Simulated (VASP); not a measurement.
A run of VASP 6.6.1 is set up as follows.

POSCAR

```
TaN
1.0
    2.9361283742      0.0000000000      0.0000000000
   -1.4680641871      2.5427617608      0.0000000000
    0.0000000000      0.0000000000      2.8846582498
Ta N
1 1
Direct
    0.3333333333      0.6666666667      0.5000000000
    0.0000000000      0.0000000000      0.0000000000
```

INCAR.step1

```
SYSTEM = TaN
  PREC = Accurate
  ENCUT = 770
  ISMEAR = -1
  SIGMA = 0.1
  LREAL = .False.
  LASPH = .True.
  NELM = 120
  NBANDS = 16
  GGA = PE
  ALGO = Normal
  EDIFF = 1E-5
  LWAVE = .True.
  LCHARG = .False.
  GGA_COMPAT = .False.
```

Contents of INCAR.step2:

```
SYSTEM = TaN
  PREC = Accurate
  ENCUT = 770
  EDIFF = 1E-6
  ISMEAR = -1
  SIGMA = 0.1
  LREAL = .False.
  LASPH = .True.
  NELM = 120
  ALGO = Normal
  ISIF = 2
  LWAVE = .False.
  LCHARG = .False.
  METAGGA = R2SCAN
  LMIXTAU = .True.
  NBANDS = 16
  ISTART = 1
  GGA_COMPAT = .False.
```

Contents of KPOINTS:

```
Automatic mesh
0
Gamma
  13 13 12
  0 0 0
```

Potentials or basis: VASP PAW PBE potentials, release 64 (Ta_sv_GW, N).

Launch:

```console
$ cat potpaw_PBE.64/Ta_sv_GW/POTCAR potpaw_PBE.64/N/POTCAR > POTCAR
$ cp INCAR.step1 INCAR
$ mpirun -np 1 vasp_std > vasp.out
$ cp INCAR.step2 INCAR
$ mpirun -np 1 vasp_std > vasp.out
```

(1) Estimate the band gap on the k mesh.

(2) Estimate the pressure.

## Answers

(1) zero (bands 9 and 10 overlap by 0.37 eV).

(2) 0.0 GPa.

Caveat: the PAW data sets were made with another functional, which shifts forces and pressure a little; spin-orbit coupling is left out, which moves the levels of the heavy elements.
